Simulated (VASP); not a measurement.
## SnTe: single point with PBEsol

Crystal: SnTe.

```
CELL_PARAMETERS angstrom
-0.06313 3.12493 3.12493
3.12493 -0.06313 3.12493
3.12493 3.12493 -0.06313
ATOMIC_POSITIONS crystal
Sn 0.00000 0.00000 0.00000
Te 0.50000 0.50000 0.50000
```

This cell differs from its parent crystal: equal xy, yz and zx shear strains of -2 %.

* Program: VASP 6.6.1
* Task: single point
* Functional: PBEsol
* Potentials or basis: VASP PAW PBE potentials, release 64 (Sn_d, Te)
* Cutoff: 520 eV
* k mesh: 11 × 11 × 11
* Occupations: fermi-dirac, width 0.08 eV
* Spin: no spin polarisation
* Dipole correction: no
* Further INCAR settings: ALGO = Normal; EDIFF = 1e-06; NBANDS = 17

```json
{
  "Pressure": "-0.6 GPa",
  "Band gap on the k mesh": "0.22 eV (least direct gap 0.41 eV)"
}
```

Stress tensor (GPa, compression positive):
```
-0.56  0.31  0.31
 0.31 -0.56  0.31
 0.31  0.31 -0.56
```

Levels at points of the mesh, in eV from the valence-band top:
```
           k point  band 7  band 8  band 9  band 10  band 11  band 12  band 13  band 14
(0.00, 0.00, 0.00)   -4.59   -2.06   -2.06    -1.79     3.41     3.50     3.50     4.75
```

Wall time 120 s on 1 thread of AMD EPYC 9R14 (Zen 4), with other jobs on the host, peak memory 0.29 GiB.

Caveat: the cell differs from its parent crystal (equal xy, yz and zx shear strains of -2 %); the PAW data sets were made with another functional, which shifts forces and pressure a little; spin-orbit coupling is left out, which moves the levels of the heavy elements; an odd mesh through Γ misses points on the zone boundary, where band edges can lie.
